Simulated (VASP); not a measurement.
Runs of VASP 6.6.1 on In3O2. The structure is that of space group Pm-3m (No. 221), or close to it. The cells are those of the table. 

```csv
task,cell,k mesh,cutoff (eV),gap on the mesh (eV),pressure (GPa),relaxed volume (Å³/atom)
single point,"a = 4.785 Å, 5 atoms",4 × 4 × 4,520,none,0.2,-
relaxation of cell and atoms,"relaxed from a = 4.785 Å, 5 atoms",8 × 8 × 8,600,none,-0.1,21.73
relaxation of cell and atoms,"relaxed from a = 4.640 Å, 5 atoms",4 × 4 × 4,600,none,0.0,22.04
single point,"a = 4.640 Å, 5 atoms",4 × 4 × 4,520,none,(a),-
single point,"a = 4.771 Å, 5 atoms",8 × 8 × 8,520,none,-0.1,-
```

Alike in all rows: level PBE; potentials or basis VASP PAW PBE potentials, release 64 (In_d, O); no spin polarisation; smearing gaussian 0.1 eV.

Estimate the missing entries.

(a) 5.0.

Caveats: spin-orbit coupling is left out, which moves the levels of the heavy elements; an odd number of electrons without spin polarisation forces a metal; a magnetic or distorted state may lie lower.

A k mesh can miss the band edges, and the runs leave out spin-orbit coupling on In.

A gap of «none» marks levels without a gap at the run's occupations.
